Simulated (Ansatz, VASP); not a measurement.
Two plane-wave programs on C

```xyz
2
Lattice="2.1361 -1.2333 -0.0150 2.1361 1.2333 -0.0150 -0.2683 0.0000 4.2558" Properties=species:S:1:pos:R:3 pbc="T T T"
C     1.4241    0.0000   -0.0100
C     2.5798    0.0000    4.2359
```

Change from the starting cell: the structure that the rattled cell fell into.

Alike in both runs: functional PBE; k mesh 12 × 12 × 8; occupations gaussian, width 0.02 eV; no spin polarisation.

Ansatz relaxed the structure, and its values are those at the end. VASP's run is a single point on that final structure, the one shown.

|  | VASP | Ansatz |
| --- | --- | --- |
| version | VASP 6.6.1 | Ansatz 0.2.0 |
| potentials or method | VASP PAW PBE potentials, release 64 (C), cutoff 600 eV | scalar-relativistic, plane waves, PAW |
| valence electrons in the cell | 8 | 8 |

```tsv
	VASP	Ansatz	Ansatz less VASP
gap on the k mesh at the Fermi level (eV)	none	none	-
pressure (GPa)	0.0	0.0	-0.01
```

A gap of «none» marks a metal or a gap that the smearing closes.
